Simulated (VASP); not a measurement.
# AlN (F-43m) in VASP: further runs, part 2 of 2

VASP 6.6.1.

### 4 Vibrations by perturbation theory, PBE

This run uses another cell than the first one, of 9.78 Å³/atom, 0.916 times its volume.

Contents of INCAR:

```
ALGO = Normal
EDIFF = 1E-8
ENCUT = 520
GGA = PE
IBRION = 8
ISIF = 2
ISMEAR = 0
LASPH = True
LCHARG = True
LEPSILON = True
LREAL = False
LWAVE = False
NELM = 80
NSW = 1
PREC = Accurate
SIGMA = 0.01
```

Contents of KPOINTS:

```
k-points
0
Gamma
  10 10 10
```

Contents of POSCAR:

```
AlN
1.0
    0.0000000000      2.1382832594      2.1382832594
    2.1382832594      0.0000000000      2.1382832594
    2.1382832594      2.1382832594      0.0000000000
Al N
1 1
Direct
    0.0000000000      0.0000000000      0.0000000000
    0.7500000000      0.7500000000      0.7500000000
```

Potentials or basis: VASP PAW PBE potentials, release 64 (Al, N).

Command:

```sh
$ cat potpaw_PBE.64/Al/POTCAR potpaw_PBE.64/N/POTCAR > POTCAR
$ mpirun -np 1 vasp_std > vasp.out
```

OUTCAR:

```text
EDIFF = 1E-8
   ENCUT = 520
   GGA = PE
   IBRION = 8
   ISIF = 2
   ISMEAR = 0
   LASPH = True
   LEPSILON = True
   LREAL = False
   NELM = 80
   NSW = 1
   PREC = Accurate

 ion  position               nearest neighbor table
   1  0.000  0.000  0.000-   2 1.85   2 1.85   2 1.85   2 1.85
   2  0.750  0.750  0.750-   1 1.85   1 1.85   1 1.85   1 1.85

  LATTYP: Found a face centered cubic cell.
 ALAT       =     4.2765665188

  Lattice vectors:

 A1 = (   0.0000000000,   2.1382832594,   2.1382832594)
 A2 = (   2.1382832594,   0.0000000000,   2.1382832594)
 A3 = (   2.1382832594,   2.1382832594,   0.0000000000)

Analysis of symmetry for initial positions (statically):
=====================================================================
 Subroutine PRICEL returns:
 Original cell was already a primitive cell.

 Routine SETGRP: Setting up the symmetry group for a
[... 562 lines left out ...]

 SECOND DERIVATIVES (NOT SYMMETRIZED)
 ------------------------------------
               1X          1Y          1Z          2X          2Y          2Z
  1X   -17.578917    0.000000    0.000000   17.578917    0.000000    0.000000
  1Y     0.000000  -17.578917    0.000000    0.000000   17.578917    0.000000
  1Z     0.000000    0.000000  -17.578917    0.000000    0.000000   17.578917
  2X    17.571139    0.000000    0.000000  -17.571139    0.000000    0.000000
  2Y     0.000000   17.571139    0.000000    0.000000  -17.571139    0.000000
  2Z     0.000000    0.000000   17.571139    0.000000    0.000000  -17.571139

 Eigenvectors and eigenvalues of the dynamical matrix
 ----------------------------------------------------

   1 f  =   21.585969 THz   135.628644 2PiTHz  720.030426 cm-1    89.272355 meV
             X         Y         Z           dx          dy          dz
      0.000000  0.000000  0.000000     0.000000    0.584583    0.000000
      3.207425  3.207425  3.207425     0.000000   -0.811334    0.000000
[... 21 lines left out ...]
   6 f/i=    0.002265 THz     0.014233 2PiTHz    0.075563 cm-1     0.009369 meV
             X         Y         Z           dx          dy          dz
      0.000000  0.000000  0.000000     0.241347   -0.753774    0.178435
      3.207425  3.207425  3.207425     0.173896   -0.543110    0.128566

--------------------------------------------------------------------------------------------------------

 MACROSCOPIC STATIC DIELECTRIC TENSOR IONIC CONTRIBUTION
 ------------------------------------------------------
           3.358312    -0.000000    -0.000000
          -0.000000     3.358312     0.000000
          -0.000000     0.000000     3.358312
 ------------------------------------------------------

 ELASTIC MODULI CONTR FROM IONIC RELAXATION (kBar)
 Direction    XX          YY          ZZ          XY          YZ          ZX
 --------------------------------------------------------------------------------
 XX          -0.0000     -0.0000     -0.0000      0.0000     -0.0000      0.0000
 YY          -0.0000     -0.0000     -0.0000      0.0000      0.0000      0.0000
 ZZ          -0.0000     -0.0000     -0.0000     -0.0000      0.0000      0.0000
 XY           0.0000      0.0000     -0.0000   -748.7639      0.0000      0.0000
 YZ          -0.0000      0.0000      0.0000      0.0000   -748.7639      0.0000
 ZX           0.0000      0.0000      0.0000      0.0000      0.0000   -748.7639
 --------------------------------------------------------------------------------

 PIEZOELECTRIC TENSOR IONIC CONTR  for field in x, y, z        (C/m^2)
          XX          YY          ZZ          XY          YZ          ZX
  --------------------------------------------------------------------------------
  x    -0.00000     0.00000     0.00000     0.00000    -1.49213     0.00000
  y     0.00000     0.00000     0.00000     0.00000     0.00000    -1.49213
  z     0.00000     0.00000    -0.00000    -1.49213     0.00000     0.00000
```

OSZICAR:

```text
N       E                     dE             d eps       ncg     rms          rms(c)
DAV:   1     0.871994083806E+01    0.87199E+01   -0.41089E+03   800   0.835E+02
DAV:   2    -0.167624884865E+02   -0.25482E+02   -0.23950E+02   984   0.144E+02
DAV:   3    -0.172548426961E+02   -0.49235E+00   -0.49235E+00   912   0.245E+01
DAV:   4    -0.172561909336E+02   -0.13482E-02   -0.13482E-02  1080   0.120E+00
[... 140 lines left out ...]
RMM:   6    -0.240496186768E+00   -0.32207E-04   -0.40856E-07  4632   0.548E-03    0.105E-03
RMM:   7    -0.240490818404E+00    0.53684E-05   -0.59724E-08  4656   0.182E-03    0.954E-05
RMM:   8    -0.240490354736E+00    0.46367E-06    0.20266E-09  4846   0.188E-04    0.588E-05
RMM:   9    -0.240490350267E+00    0.44685E-08    0.11477E-09  4823   0.863E-05    0.366E-06
 Linear response finished
```

stdout:

```text
POSCAR found type information on POSCAR AlN
 POSCAR found :  2 types and       2 ions
 scaLAPACK will be used
 LDA part: xc-table for (Slater+PW92), standard interpolation
 POSCAR, INCAR and KPOINTS ok, starting setup
 FFT: planning ... GRIDC
 FFT: planning ... GRID_SOFT
 FFT: planning ... GRID
 WAVECAR not read
 entering main loop
[... 23 lines left out ...]
  Direction:   3
 dielectric tensor                  component  3 :     0.409     0.614     4.473
 Linear response DOF=           2
 Linear response progress:
 first order change of Fermi-energy   0.14845E+00
 force on displaced ion       1 direction 1 : -17.579   0.000   0.000
 Born effective charge ion    1 direction 1 :   2.525   0.000   0.000
 Linear response progress:
 first order change of Fermi-energy  -0.14811E+00
 force on displaced ion       2 direction 1 : -17.571  -0.000  -0.000
 Born effective charge ion    2 direction 1 :  -2.525   0.000   0.000
 Born effective charges drift removed
 Linear response finished
```

Wall time 3.7 min (1 thread of Intel Xeon 8259CL, shared host); peak memory 0.2 GiB.

What came out:

| Quantity | Value |
| --- | --- |
| Electronic dielectric tensor (diagonal) | 4.47 |
| Born charges (mean of the diagonal) | Al +2.53; N -2.53 e |
| Highest phonon frequency at Γ, LO-TO splitting left out | 720 cm⁻¹ |

Phonon frequencies in cm⁻¹ (negative: imaginary):
| q point | frequencies |
| --- | --- |
| (0.000, 0.000, 0.000) | 0 0 0 720 720 720 |

Electronic dielectric tensor:
```
4.47 0.00 0.00
0.00 4.47 0.00
0.00 0.00 4.47
```

Born effective charge tensors (e):
atom 1, Al
```
2.53 0.00 0.00
0.00 2.53 0.00
0.00 0.00 2.53
```
atom 2, N
```
-2.53  0.00  0.00
 0.00 -2.53  0.00
 0.00  0.00 -2.53
```

Caveat: the cell wasn't relaxed at this level first, which shifts response properties.

### 5 Vibrations by perturbation theory, PBE

This run uses another cell than the first one, of 10.73 Å³/atom, 1.005 times its volume.

Contents of INCAR:

```
SYSTEM = AlN
PREC = Accurate
ENCUT = 520
EDIFF = 1E-8
ISMEAR = 0
SIGMA = 0.01
LREAL = .False.
LASPH = .True.
NELM = 80
ALGO = Normal
ISIF = 2
LWAVE = .False.
LCHARG = .False.
GGA = PE
IBRION = 8
NSW = 1
LEPSILON = .True.
```

Contents of KPOINTS:

```
regular mesh
0
Gamma
  10 10 10
  0 0 0
```

Contents of POSCAR:

```
AlN
1.0
    0.0000000000      2.2054332956      2.2054332956
    2.2054332956      0.0000000000      2.2054332956
    2.2054332956      2.2054332956      0.0000000000
Al N
1 1
Direct
    0.0000000000      0.0000000000      0.0000000000
    0.7500000000      0.7500000000      0.7500000000
```

Potentials or basis: VASP PAW PBE potentials, release 64 (Al, N).

Command:

```sh
$ cat potpaw_PBE.64/Al/POTCAR potpaw_PBE.64/N/POTCAR > POTCAR
$ mpirun -np 1 vasp_std > vasp.out
```

OUTCAR:

```text
SYSTEM = AlN
   PREC = Accurate
   ENCUT = 520
   EDIFF = 1E-8
   ISMEAR = 0
   LREAL = .False.
   LASPH = .True.
   NELM = 80
   ISIF = 2
   GGA = PE
   IBRION = 8
   NSW = 1
   LEPSILON = .True.

 ion  position               nearest neighbor table
   1  0.000  0.000  0.000-   2 1.91   2 1.91   2 1.91   2 1.91
   2  0.750  0.750  0.750-   1 1.91   1 1.91   1 1.91   1 1.91

  LATTYP: Found a face centered cubic cell.
 ALAT       =     4.4108665912

  Lattice vectors:

 A1 = (   0.0000000000,   2.2054332956,   2.2054332956)
 A2 = (   2.2054332956,   0.0000000000,   2.2054332956)
 A3 = (   2.2054332956,   2.2054332956,   0.0000000000)

Analysis of symmetry for initial positions (statically):
=====================================================================
 Subroutine PRICEL returns:
 Original cell was already a primitive cell.

 Routine SETGRP: Setting up the symmetry group for a
 face centered cubic supercell.

 Subroutine GETGRP returns: Found 24 space group operations
 (whereof 24 operations were pure point group operations)
 out of a pool of 48 trial point group operations.

The static configuration has the point symmetry T_d .

Analysis of symmetry for dynamics (positions and initial velocities):
=====================================================================
 Subroutine PRICEL returns:
 Original cell was already a primitive cell.

 Routine SETGRP: Setting up the symmetry group for a
 face centered cubic supercell.

 Subroutine GETGRP returns: Found 24 space group operations
 (whereof 24 operations were pure point group operations)
 out of a pool of 48 trial point group operations.

The dynamic configuration has the point symmetry T_d .

 Subroutine INISYM returns: Found 24 space group operations
 (whereof 24 operations are pure point group operations),
 and found     1 'primitive' translations

----------------------------------------------------------------------------------------

                                     Primitive cell

  volume of cell :      21.4542

  direct lattice vectors                    reciprocal lattice vectors
     0.000000000  2.205433296  2.205433296    -0.226712819  0.226712819  0.226712819
     2.205433296  0.000000000  2.205433296     0.226712819 -0.226712819  0.226712819
     2.205433296  2.205433296  0.000000000     0.226712819  0.226712819 -0.226712819

  length of vectors
     3.118953678  3.118953678  3.118953678     0.392678122  0.392678122  0.392678122

  position of ions in fractional coordinates (direct lattice)
     0.000000000  0.000000000  0.000000000
     0.750000000  0.750000000  0.750000000

[... 452 lines left out ...]
 -----------------------------------------------------------------------------
    -0.00032  0.63428  0.00000
     0.63428 -0.00032  0.00000
     0.00000  0.00000  0.00035

--------------------------------------- Ionic step        4  -------------------------------------------

------------------------ aborting loop because EDIFF is reached ----------------------------------------

[... ionic steps 5 to 6 ...]

--------------------------------------- Ionic step        7  -------------------------------------------

 Free energy of the ion-electron system (eV)
  ---------------------------------------------------
  ---------------------------------------------------
  free energy    TOTEN  =        -0.23801747 eV

  energy without entropy =       -0.23801747

------------------------ aborting loop because EDIFF is reached ----------------------------------------

 INTERNAL STRAIN TENSOR  FOR ION    2  DIRECTION 1   (eV/Angst):
 -----------------------------------------------------------------------------
    -0.00004  0.00000  0.00000
     0.00000  0.00031  7.71723
     0.00000  7.71723  0.00031

 MACROSCOPIC STATIC DIELECTRIC TENSOR (including local field effects in DFT)
 ------------------------------------------------------
           4.634188    -0.000000     0.000000
           0.000000     4.634188    -0.000000
           0.000000     0.000000     4.634188
 ------------------------------------------------------

 PIEZOELECTRIC TENSOR (including local field effects)  for field in x, y, z        (e  Angst)
          XX          YY          ZZ          XY          YZ          ZX
  --------------------------------------------------------------------------------
  x     0.00000    -0.00000     0.00000     0.00000     0.84903     0.00000
  y    -0.00000     0.00000     0.00000     0.00000     0.00000     0.84903
  z    -0.00000    -0.00000    -0.00000     0.84903     0.00000     0.00000

 PIEZOELECTRIC TENSOR (including local field effects)  for field in x, y, z        (C/m^2)
          XX          YY          ZZ          XY          YZ          ZX
  --------------------------------------------------------------------------------
  x     0.00000    -0.00000     0.00000     0.00000     0.63405     0.00000
  y    -0.00000     0.00000     0.00000     0.00000     0.00000     0.63405
  z    -0.00000    -0.00000    -0.00000     0.63405     0.00000     0.00000

 BORN EFFECTIVE CHARGES (including local field effects) (in |e|, cummulative output)
 ---------------------------------------------------------------------------------
 ion    1
    1     2.53819    -0.00000    -0.00000
    2    -0.00000     2.53819    -0.00000
    3    -0.00000    -0.00000     2.53819
 ion    2
    1    -2.53819     0.00000     0.00000
    2     0.00000    -2.53819     0.00000
    3     0.00000     0.00000    -2.53819

 INTERNAL STRAIN TENSOR FOR ION    2 for displacements in x,y,z  (eV/Angst):
          X           Y           Z          XY          YZ          ZX
  --------------------------------------------------------------------------------
  x    -0.00000     0.00000     0.00000     0.00000     7.71723     0.00000
  y    -0.00000     0.00000    -0.00000     0.00000     0.00000     7.71723
  z     0.00000     0.00000    -0.00000     7.71723     0.00000     0.00000

 SECOND DERIVATIVES (NOT SYMMETRIZED)
 ------------------------------------
               1X          1Y          1Z          2X          2Y          2Z
  1X   -13.484442    0.000000    0.000000   13.484442    0.000000    0.000000
  1Y     0.000000  -13.484442    0.000000    0.000000   13.484442    0.000000
  1Z     0.000000    0.000000  -13.484442    0.000000    0.000000   13.484442
  2X    13.486652    0.000000    0.000000  -13.486652    0.000000    0.000000
  2Y     0.000000   13.486652    0.000000    0.000000  -13.486652    0.000000
  2Z     0.000000    0.000000   13.486652    0.000000    0.000000  -13.486652

 Eigenvectors and eigenvalues of the dynamical matrix
 ----------------------------------------------------

   1 f  =   18.909440 THz   118.811515 2PiTHz  630.751020 cm-1    78.203124 meV
             X         Y         Z           dx          dy          dz
      0.000000  0.000000  0.000000    -0.584466    0.000000    0.000000
      3.308150  3.308150  3.308150     0.811418    0.000000    0.000000
[... 21 lines left out ...]
   6 f/i=    0.000735 THz     0.004617 2PiTHz    0.024512 cm-1     0.003039 meV
             X         Y         Z           dx          dy          dz
      0.000000  0.000000  0.000000     0.000000    0.000000    0.811418
      3.308150  3.308150  3.308150     0.000000    0.000000    0.584466

--------------------------------------------------------------------------------------------------------

 MACROSCOPIC STATIC DIELECTRIC TENSOR IONIC CONTRIBUTION
 ------------------------------------------------------
           4.029337    -0.000000    -0.000000
          -0.000000     4.029337    -0.000000
          -0.000000    -0.000000     4.029337
 ------------------------------------------------------

 ELASTIC MODULI CONTR FROM IONIC RELAXATION (kBar)
 Direction    XX          YY          ZZ          XY          YZ          ZX
 --------------------------------------------------------------------------------
 XX          -0.0000      0.0000      0.0000     -0.0000      0.0000      0.0000
 YY           0.0000     -0.0000      0.0000     -0.0000     -0.0000     -0.0000
 ZZ           0.0000      0.0000     -0.0000      0.0000     -0.0000      0.0000
 XY          -0.0000     -0.0000      0.0000   -307.9075      0.0000      0.0000
 YZ           0.0000     -0.0000     -0.0000      0.0000   -307.9075      0.0000
 ZX           0.0000     -0.0000      0.0000      0.0000      0.0000   -307.9075
 --------------------------------------------------------------------------------

 PIEZOELECTRIC TENSOR IONIC CONTR  for field in x, y, z        (C/m^2)
          XX          YY          ZZ          XY          YZ          ZX
  --------------------------------------------------------------------------------
  x     0.00000    -0.00000    -0.00000     0.00000    -1.04809     0.00000
  y     0.00000    -0.00000     0.00000     0.00000     0.00000    -1.04809
  z    -0.00000    -0.00000     0.00000    -1.04809     0.00000     0.00000
```

OSZICAR:

```text
N       E                     dE             d eps       ncg     rms          rms(c)
DAV:   1     0.116883075869E+02    0.11688E+02   -0.41649E+03   768   0.839E+02
DAV:   2    -0.166053924523E+02   -0.28294E+02   -0.27519E+02  1024   0.143E+02
DAV:   3    -0.171714640479E+02   -0.56607E+00   -0.56607E+00   856   0.264E+01
DAV:   4    -0.171731483821E+02   -0.16843E-02   -0.16843E-02  1176   0.136E+00
[... 140 lines left out ...]
RMM:   7    -0.238017780780E+00    0.57904E-05   -0.61528E-08  4619   0.190E-03    0.885E-05
RMM:   8    -0.238017402866E+00    0.37791E-06    0.24214E-09  4878   0.195E-04    0.543E-05
RMM:   9    -0.238017441453E+00   -0.38587E-07    0.12093E-09  4832   0.955E-05    0.401E-06
RMM:  10    -0.238017458925E+00   -0.17472E-07    0.27725E-10  5063   0.908E-06    0.220E-06
RMM:  11    -0.238017465060E+00   -0.61351E-08    0.85316E-10  4214   0.584E-06    0.161E-07
 Linear response finished
```

Run time: 1.7 min. Hardware: 1 thread of AMD EPYC 9R45 (Zen 5), shared host; peak memory 0.18 GiB.

Results:

```yaml
Electronic_dielectric_tensor_diagonal: 4.63
Born_charges_mean_of_the_diagonal: Al +2.54; N -2.54 e
Highest_phonon_frequency_at_Γ_LO-TO_splitting_left_out: 631 cm⁻¹
```

Phonon frequencies in cm⁻¹ (negative: imaginary):
| q point | frequencies |
| --- | --- |
| (0.000, 0.000, 0.000) | 0 0 0 631 631 631 |

Electronic dielectric tensor:
```
4.63 0.00 0.00
0.00 4.63 0.00
0.00 0.00 4.63
```

Born effective charge tensors (e):
atom 1, Al
```
2.54 0.00 0.00
0.00 2.54 0.00
0.00 0.00 2.54
```
atom 2, N
```
-2.54  0.00  0.00
 0.00 -2.54  0.00
 0.00  0.00 -2.54
```

Caveat: the cell wasn't relaxed at this level first, which shifts response properties.
